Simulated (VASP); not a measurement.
# TaN (P6/mmm) in VASP: notebook, part 2 of 2

VASP 6.6.1. The steps go on from the part before.

## 4. Single point, PBE

This run uses another cell than the first one, of 11.91 Å³/atom.

The input, INCAR:

```
  PREC = Accurate
  ENCUT = 520
  EDIFF = 1E-6
  ISMEAR = -1
  SIGMA = 0.1
  LREAL = F
  LASPH = T
  NELM = 80
  ALGO = Normal
  ISIF = 2
  LWAVE = F
  LCHARG = F
  GGA = PE
  NBANDS = 33
```

The input, KPOINTS:

```
Automatic mesh
0
Gamma
  5 5 8
```

The input, POSCAR:

```
TaN
1.0
    5.2816907794      0.0000000000      0.0000000000
   -2.6408453897      4.5740783888      0.0000000000
    0.0000000000      0.0000000000      2.9588050060
Ta N
3 3
Direct
    0.0000000000      0.0000000000      0.0000000000
    0.3333333333      0.6666666667      0.5000000000
    0.6666666667      0.3333333333      0.5000000000
    0.5000000000      0.0000000000      0.0000000000
    0.5000000000      0.5000000000      0.0000000000
    0.0000000000      0.5000000000      0.0000000000
```

Potentials or basis: VASP PAW PBE potentials, release 64 (Ta_pv, N).

Command:

```bash
> cat potpaw_PBE.64/Ta_pv/POTCAR potpaw_PBE.64/N/POTCAR > POTCAR
> mpirun -np 1 vasp_std > vasp.out
```

OUTCAR:

```text
PREC = Accurate
   ENCUT = 520
   EDIFF = 1E-6
   ISMEAR = -1
   LREAL = F
   LASPH = T
   NELM = 80
   ISIF = 2
   GGA = PE

 ion  position               nearest neighbor table
   1  0.000  0.000  0.000-   5 2.64   6 2.64   6 2.64   5 2.64   4 2.64   4 2.64   2 3.39   3 3.39
                             2 3.39   3 3.39   2 3.39   2 3.39   3 3.39   3 3.39   2 3.39   3 3.39
   2  0.333  0.667  0.500-   4 2.12   4 2.12   6 2.12   6 2.12   5 2.12   5 2.12   3 3.05   3 3.05
                             3 3.05   1 3.39   1 3.39   1 3.39   1 3.39   1 3.39   1 3.39
[... 1076 lines left out ...]
  Total       -1.7903464     -1.7903464     -3.9431020      0.0000000      0.0000000      0.0000000
  in kB      -40.1286656    -40.1286656    -88.3803407      0.0000000      0.0000000      0.0000000
  external PRESSURE =     -56.2125573 kB  Pullay stress =       0.0000000 kB

 VOLUME and BASIS-vectors are now :
 -----------------------------------------------------------------------------
  energy-cutoff  :      520.00
  volume of cell :       71.48
      direct lattice vectors                 reciprocal lattice vectors
     5.281690779  0.000000000  0.000000000     0.189333310  0.109311638  0.000000000
    -2.640845390  4.574078389  0.000000000     0.000000000  0.218623276  0.000000000
     0.000000000  0.000000000  2.958805006     0.000000000  0.000000000  0.337974283

 POSITION                                       TOTAL-FORCE (eV/Angst)
 -----------------------------------------------------------------------------------
      0.00000      0.00000      0.00000         0.000000      0.000000      0.000000
     -0.00000      3.04939      1.47940         0.000000     -0.000000      0.000000
      2.64085      1.52469      1.47940        -0.000000      0.000000     -0.000000
      2.64085      0.00000      0.00000         0.000000      0.000000      0.000000
      1.32042      2.28704      0.00000         0.000000      0.000000      0.000000
     -1.32042      2.28704      0.00000         0.000000      0.000000      0.000000
 -----------------------------------------------------------------------------------
    total drift:                               -0.000000      0.000000     -0.000000

  FREE ENERGIE OF THE ION-ELECTRON SYSTEM (eV)
  ---------------------------------------------------
  free  energy   TOTEN  =       -64.7967948339 eV

  energy  without entropy=      -64.7652854758  energy(sigma->0) =      -64.78104015
```

OSZICAR:

```text
N       E                     dE             d eps       ncg     rms          rms(c)
DAV:   1     0.444030499495E+03    0.44403E+03   -0.26192E+04  1650   0.151E+03
DAV:   2    -0.465434543336E+02   -0.49057E+03   -0.46799E+03  1906   0.443E+02
DAV:   3    -0.750547566995E+02   -0.28511E+02   -0.27884E+02  2036   0.102E+02
DAV:   4    -0.756867403671E+02   -0.63198E+00   -0.62625E+00  2073   0.147E+01
DAV:   5    -0.757021856387E+02   -0.15445E-01   -0.15425E-01  2068   0.179E+00    0.417E+01
DAV:   6    -0.654859568685E+02    0.10216E+02   -0.51955E+01  2054   0.385E+01    0.177E+01
DAV:   7    -0.650010986055E+02    0.48486E+00   -0.40450E+00  2118   0.140E+01    0.106E+01
DAV:   8    -0.648425108158E+02    0.15859E+00   -0.76561E-01  2118   0.510E+00    0.415E+00
DAV:   9    -0.647985355071E+02    0.43975E-01   -0.11426E-01  2047   0.301E+00    0.501E-01
DAV:  10    -0.647970351177E+02    0.15004E-02   -0.19472E-02  2081   0.731E-01    0.230E-01
DAV:  11    -0.647968153837E+02    0.21973E-03   -0.24194E-03  2052   0.315E-01    0.501E-02
DAV:  12    -0.647967949823E+02    0.20401E-04   -0.20593E-04  2098   0.934E-02    0.219E-02
DAV:  13    -0.647967945385E+02    0.44375E-06   -0.10216E-05  2039   0.221E-02    0.428E-03
DAV:  14    -0.647967948339E+02   -0.29534E-06   -0.91357E-07  1229   0.608E-03
   1 F= -.64796795E+02 E0= -.64781040E+02  d E =-.315094E-01
```

stdout:

```text
POSCAR found type information on POSCAR TaN
 POSCAR found :  2 types and       6 ions
 scaLAPACK will be used
 LDA part: xc-table for (Slater+PW92), standard interpolation
 POSCAR, INCAR and KPOINTS ok, starting setup
 FFT: planning ... GRIDC
 FFT: planning ... GRID_SOFT
 FFT: planning ... GRID
 WAVECAR not read
 entering main loop
```

It took 77 s on 1 thread of Intel Xeon 8259CL, shared host; peak memory 0.21 GiB.

What came out:

- Free energy: -64.7968 eV
- Pressure: -5.6 GPa
- Band gap on the k mesh: zero (bands 24 and 25 overlap by 1.96 eV)

Caveat: the cell stands under tension; spin-orbit coupling is left out, which moves the levels of the heavy elements.

## 5. Single point, PBE

This run uses another cell than the first one, of 12.22 Å³/atom.

The input, INCAR:

```
SYSTEM = TaN
PREC = Accurate ; ENCUT = 520
EDIFF = 1E-7 ; ISMEAR = -1
SIGMA = 0.1 ; LREAL = .False.
LASPH = .True. ; NELM = 100
ALGO = Normal ; ISIF = 2
LWAVE = .False. ; LCHARG = .False.
GGA = PE ; NBANDS = 33
```

The input, KPOINTS:

```
Automatic mesh
0
Gamma
  5 5 8
  0 0 0
```

Edit POSCAR of step 4 so:

```diff
@@ -2,5 +2,5 @@
 1.0
-    5.2816907794      0.0000000000      0.0000000000
-   -2.6408453897      4.5740783888      0.0000000000
-    0.0000000000      0.0000000000      2.9588050060
+    5.3258910835      0.0000000000      0.0000000000
+   -2.6629455418      4.6123569750      0.0000000000
+    0.0000000000      0.0000000000      2.9835660318
 Ta N
```

Command:

```bash
> cat potpaw_PBE.64/Ta_pv/POTCAR potpaw_PBE.64/N/POTCAR > POTCAR
> mpirun -np 1 vasp_std > vasp.out
```

It took 92 s on 1 thread of Intel Xeon 8259CL, shared host; peak memory 0.21 GiB.

The run converged. Its results:

```
Free energy            : -64.6971 eV
Pressure               : -12.1 GPa
Band gap on the k mesh : zero (bands 24 and 25 overlap by 1.88 eV)
```

Stress tensor (GPa, compression positive):
```
 -9.76   0.00   0.00
  0.00  -9.76   0.00
  0.00   0.00 -16.90
```

Levels at points of the mesh, in eV from the Fermi level:
| k point | band 22 | band 23 | band 24 | band 25 | band 26 | band 27 |
| --- | --- | --- | --- | --- | --- | --- |
| (0.00, 0.00, 0.00) | -2.28 | -1.92 | -1.11 | -1.11 | 0.75 | 0.75 |
| (0.00, 0.00, 0.50) | -2.91 | -1.77 | 0.77 | 0.77 | 1.29 | 1.48 |

Caveat: the cell stands under tension; spin-orbit coupling is left out, which moves the levels of the heavy elements.

## 6. Summary

```tsv
cell	gap on the mesh (eV)	pressure (GPa)
a = 5.191, b = 5.191, c = 2.908 Å, angles 90.0, 90.0, 120.0°, 6 atoms	none	10.5
a = 5.237, b = 5.237, c = 2.934 Å, angles 90.0, 90.0, 120.0°, 6 atoms	none	1.9
a = 5.282, b = 5.282, c = 2.959 Å, angles 90.0, 90.0, 120.0°, 6 atoms	none	-5.6
a = 5.326, b = 5.326, c = 2.984 Å, angles 90.0, 90.0, 120.0°, 6 atoms	none	-12.1
```

Alike in all rows: task single point; level PBE; potentials or basis VASP PAW PBE potentials, release 64 (Ta_pv, N); no spin polarisation; k mesh 5 × 5 × 8; cutoff (eV) 520; smearing fermi-dirac 0.1 eV.

Caveats: spin-orbit coupling is left out, which moves the levels of the heavy elements; the cell stands under tension (at least some runs); the cell stands under pressure (at least some runs).

Absolute energies hang on the potentials; compare differences alone.
